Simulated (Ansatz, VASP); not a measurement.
**One calculation of Sb, two programs**

INCAR

```
PREC = Accurate ; ENCUT = 520
EDIFF = 1E-7 ; ISMEAR = -1
SIGMA = 0.05 ; LREAL = F
LASPH = T ; NELM = 80
ALGO = Normal ; ISIF = 2
LWAVE = F ; LCHARG = F
GGA = PS ; NBANDS = 12
```

The input KPOINTS:

```
Automatic mesh
0
Gamma
  7 4 4
```

POSCAR

```
Sb
1.0
    3.1224020000      0.0000000000      0.0000000000
    0.0000000000      4.3475180000      0.0000000000
   -0.0389150000      0.0000000000      4.4058520000
Sb
2
Direct
    0.0113890000      0.2500000000      0.2411660000
    0.9886110000      0.7500000000      0.7588340000
```

input.yaml

```yaml
crystal:
  lattice:
    - [3.122402, 0.0, 0.0]
    - [0.0, 4.347518, 0.0]
    - [-0.038915, 0.0, 4.405852]
  atoms:
    - { symbol: Sb, position: [0.011389, 0.25, 0.241166] }
    - { symbol: Sb, position: [0.988611, 0.75, 0.758834] }
kpoints:
  mp_grid: { grid: [7, 4, 4] }
  band_path:
    path:
      - [0.0, 0.0, 0.0]
      - [0.0, 0.0, 0.5]
      - [-0.496909211, 0.0, 0.5061930597]
      - [-0.5, 0.0, 0.5]
      - [-0.5, 0.5, 0.5]
      - [-0.503090789, 0.5, 0.4938069403]
      - [-0.5, 0.5, 0.0]
      - [-0.5, 0.0, 0.0]
    npoints: 8
scf:
  occupations: { method: fermi_dirac, width: 0.05 }
hamiltonian:
  xc: pbesol
  pseudopotentials: { kind: all_electron, lapw: { basis_error: 0.001 } }
output:
  forces: true
  stress: true
  eigenvalues: true
```

Alike in both runs: functional PBEsol; k mesh 7 × 4 × 4; occupations fermi-dirac, width 0.05 eV; no spin polarisation.

|  | VASP | Ansatz |
| --- | --- | --- |
| version | VASP 6.6.1 | Ansatz 0.2.0 |
| potentials or method | VASP PAW PBE potentials, release 64 (Sb), cutoff 520 eV | all-electron LAPW, scalar-relativistic |
| task | single point | band structure |

VASP gave:

* gap on the k mesh at the Fermi level (eV): none
* pressure (GPa): -2.2
* traceless stress, the component that is largest in VASP (GPa): -1.04
* rms of the force components (eV/Å): 0.061

Question: Which values does Ansatz return?

Answer: gap on the k mesh at the Fermi level (eV): none; pressure (GPa): -2.3; traceless stress, the component that is largest in VASP (GPa): -1.02; rms of the force components (eV/Å): 0.054.

VASP's potentials were made for PBE, not for PBEsol. Atom by atom the forces differ by 0.007 eV/Å (rms over components). A gap of «none» marks a metal or a gap that the smearing closes. Ansatz ran all-electron here, and VASP with PAW potentials.

The k mesh is coarse, so the values compare programs but aren't converged. Spin-orbit coupling is off throughout. Noted on Ansatz's run: the k mesh is thin for a metal, which can move the energy by tens of meV per atom.
